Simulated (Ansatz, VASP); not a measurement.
One calculation of MgZn5S6, two programs

File INCAR:

```
SYSTEM = MgZn5S6
PREC = Accurate
ENCUT = 520
EDIFF = 1E-7
ISMEAR = 0
SIGMA = 0.1
LREAL = .FALSE.
LASPH = .TRUE.
NELM = 100
ALGO = Normal
ISIF = 2
LWAVE = .FALSE.
LCHARG = .TRUE.
GGA = PE
LELF = .TRUE.
LVHAR = .TRUE.
NBANDS = 61
```

Contents of KPOINTS:

```
regular mesh
0
G
  6 6 1
  0 0 0
```

File POSCAR:

```
MgZn5S6
1.0
    3.8767271276     -0.0000000289      0.0000000000
   -1.9383635388      3.3573441905      0.0000000000
    0.0000000000      0.0000000000     19.0320950000
Mg Zn S
1 5 6
Direct
    0.3333333333      0.6666666667      0.1665510000
    0.0000000000      0.0000000000      0.9959130000
    0.0000000000      0.0000000000      0.5021330000
    0.6666666667      0.3333333333      0.6668210000
    0.6666666667      0.3333333333      0.3376650000
    0.3333333333      0.6666666667      0.8312200000
    0.0000000000      0.0000000000      0.1196550000
    0.0000000000      0.0000000000      0.6262940000
    0.3333333333      0.6666666667      0.2964430000
    0.6666666667      0.3333333333      0.7907280000
    0.6666666667      0.3333333333      0.4614320000
    0.3333333333      0.6666666667      0.9551440000
```

Input for Ansatz:

```yaml
crystal:
  lattice:
    - [3.8767271276, -2.89e-08, 0.0]
    - [-1.9383635388, 3.3573441905, 0.0]
    - [0.0, 0.0, 19.032095]
  atoms:
    - { symbol: Mg, position: [0.3333333333, 0.6666666667, 0.166551] }
    - { symbol: Zn, position: [0.0, 0.0, 0.995913] }
    - { symbol: Zn, position: [0.0, 0.0, 0.502133] }
    - { symbol: Zn, position: [0.6666666667, 0.3333333333, 0.666821] }
    - { symbol: Zn, position: [0.6666666667, 0.3333333333, 0.337665] }
    - { symbol: Zn, position: [0.3333333333, 0.6666666667, 0.83122] }
    - { symbol: S, position: [0.0, 0.0, 0.119655] }
    - { symbol: S, position: [0.0, 0.0, 0.626294] }
    - { symbol: S, position: [0.3333333333, 0.6666666667, 0.296443] }
    - { symbol: S, position: [0.6666666667, 0.3333333333, 0.790728] }
    - { symbol: S, position: [0.6666666667, 0.3333333333, 0.461432] }
    - { symbol: S, position: [0.3333333333, 0.6666666667, 0.955144] }
basis:
  ecutwfc: 420
kpoints:
  mp_grid: { grid: [6, 6, 1] }
hamiltonian:
  xc: pbe
scf:
  occupations: { method: gaussian, width: 0.1 }
  lower_state_search: "off"
output:
  forces: true
  stress: true
  eigenvalues: true
```

Alike in both runs: task single point; functional PBE; k mesh 6 × 6 × 1; occupations gaussian, width 0.1 eV; no spin polarisation.

```csv
,VASP,Ansatz
version,VASP 6.6.1,Ansatz 0.2.0
potentials or method,"VASP PAW PBE potentials, release 64 (Mg, Zn, S), cutoff 520 eV","scalar-relativistic, plane waves, PAW"
valence electrons in the cell,98,106
```

Ansatz gave:

| Property | Result |
| --- | --- |
| gap on the k mesh at the Fermi level (eV) | 2.11 |
| least direct gap on the mesh (eV) | 2.11 |
| pressure (GPa) | 0.0 |
| rms of the force components (eV/Å) | 0.001 |

Problem. Which values does VASP return?

Solution. gap on the k mesh at the Fermi level (eV): 2.11; least direct gap on the mesh (eV): 2.11; pressure (GPa): 0.1; rms of the force components (eV/Å): 0.005.

Atom by atom the forces differ by 0.006 eV/Å (rms over components). VASP's potentials hold 98 valence electrons a cell and Ansatz's 106, so a difference there can come from the potentials and not from the codes.
